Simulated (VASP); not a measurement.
S: relaxation of cell and atoms with PBE

Crystal: S.

```xyz
1
Lattice="-1.5648 1.5648 1.5648 1.5648 -1.5648 1.5648 1.5648 1.5648 -1.5648" Properties=species:S:1:pos:R:3 pbc="T T T"
S     0.0000    0.0000    0.0000
```

This isn't the form of S at room conditions, which is orthorhombic, of S8 rings.

| Property | Result |
| --- | --- |
| Program | VASP 6.6.1 |
| Task | relaxation of cell and atoms |
| Functional | PBE |
| Potentials or basis | VASP PAW PBE potentials, release 64 (S) |
| Cutoff | 600 eV |
| k mesh | 17 × 17 × 17 |
| Occupations | fermi-dirac, width 0.08 eV |
| Spin | no spin polarisation |
| Target pressure | 2.3 GPa |
| Dipole correction | no |
| Further INCAR settings | ALGO = Normal; EDIFF = 1e-07; IBRION = 2; EDIFFG = -0.005; NSW = 32; ISIF = 3 |

```
Relaxed volume                                             : 15.30 Å³/atom
Relaxed cell                                               : a = 2.709 Å, b = 2.709 Å, c = 2.709 Å, α = 109.47°, β = 109.47°, γ = 109.47°
Space group after relaxing (to 0.1 Å)                      : Im-3m (No. 229)
Energy change on relaxing (the run minimises the enthalpy) : +0.4 meV/atom
Ionic steps                                                : 2
Pressure after relaxing                                    : 2.3 GPa
Band gap on the k mesh                                     : zero (bands 3 and 4 overlap by 7.27 eV)
```

The path:
```
step  energy change (eV)  largest force (eV/Å)  pressure (GPa)  volume (Å³)
   1              0.0000                0.0000            2.18        15.33
   2              0.0004                0.0000            2.33        15.30
```

Final structure:
```
S
1.0
    -1.56395    1.56395    1.56395
     1.56395   -1.56395    1.56395
     1.56395    1.56395   -1.56395
S
1
Direct
  0.00000 0.00000 0.00000
```

Levels at points of the mesh, in eV from the Fermi level:
| k point | band 1 | band 2 | band 3 | band 4 | band 5 | band 6 | band 7 |
| --- | --- | --- | --- | --- | --- | --- | --- |
| (0.00, 0.00, 0.00) | -17.23 | 3.22 | 3.22 | 3.22 | 12.25 | 12.25 | 12.25 |

It took 19 s on 1 thread of Intel Xeon 8259CL, on a shared host, peak memory 0.14 GiB.

Caveat: the cell is relaxed towards a set pressure, so the run minimises the enthalpy, not the energy.
